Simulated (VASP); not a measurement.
Ti: single point with r2SCAN

Ti:

```xyz
1
Lattice="-1.5791 1.5791 1.5791 1.5791 -1.5791 1.5791 1.5791 1.5791 -1.5791" Properties=species:S:1:pos:R:3 pbc="T T T"
Ti    0.0000    0.0000    0.0000
```

This isn't the form of Ti at room conditions, which is hcp.

| Property | Result |
| --- | --- |
| Program | VASP 6.6.1 |
| Task | single point |
| Functional | r2SCAN |
| Potentials or basis | VASP PAW PBE potentials, release 64 (Ti_sv) |
| Cutoff | 520 eV |
| k mesh | 22 × 22 × 22 |
| Occupations | fermi-dirac, width 0.05 eV |
| Spin | collinear spin |
| Starting moments | [1.059] μB |
| Dipole correction | no |
| Further INCAR settings | ALGO = Normal; EDIFF = 1e-06; NBANDS = 16 |

```
Pressure                                              : 11.7 GPa
Band gap on the k mesh                                : zero (filled and empty bands overlap)
Net moment                                            : 0.00 μB per cell
Valence electrons inside the program's atomic spheres : Ti 10.36
```

Levels at points of the mesh, in eV from the Fermi level:
Spin up:
| k point | band 3 | band 4 | band 5 | band 6 | band 7 | band 8 | band 9 | band 10 |
| --- | --- | --- | --- | --- | --- | --- | --- | --- |
| (0.00, 0.00, 0.00) | -33.37 | -33.37 | -6.52 | 1.24 | 1.24 | 1.24 | 3.25 | 3.25 |
| (0.50, 0.00, 0.00) | -33.66 | -33.38 | -2.84 | -0.44 | 1.31 | 3.28 | 3.68 | 5.06 |
| (0.50, 0.50, 0.50) | -34.00 | -34.00 | -2.65 | -2.65 | 4.64 | 4.64 | 4.64 | 9.64 |
Spin down:
```
           k point  band 4  band 5  band 6  band 7  band 8  band 9
(0.00, 0.00, 0.00)  -33.37   -6.52    1.24    1.24    1.24    3.25
(0.50, 0.00, 0.00)  -33.38   -2.83   -0.44    1.31    3.29    3.68
(0.50, 0.50, 0.50)  -34.00   -2.64   -2.64    4.65    4.65    4.65
```

Wall time 11 min on 1 thread of Intel Xeon 8259CL, with other jobs on the host, peak memory 0.23 GiB.

Caveat: the cell stands under pressure; the PAW data sets were made with another functional, which shifts forces and pressure a little.
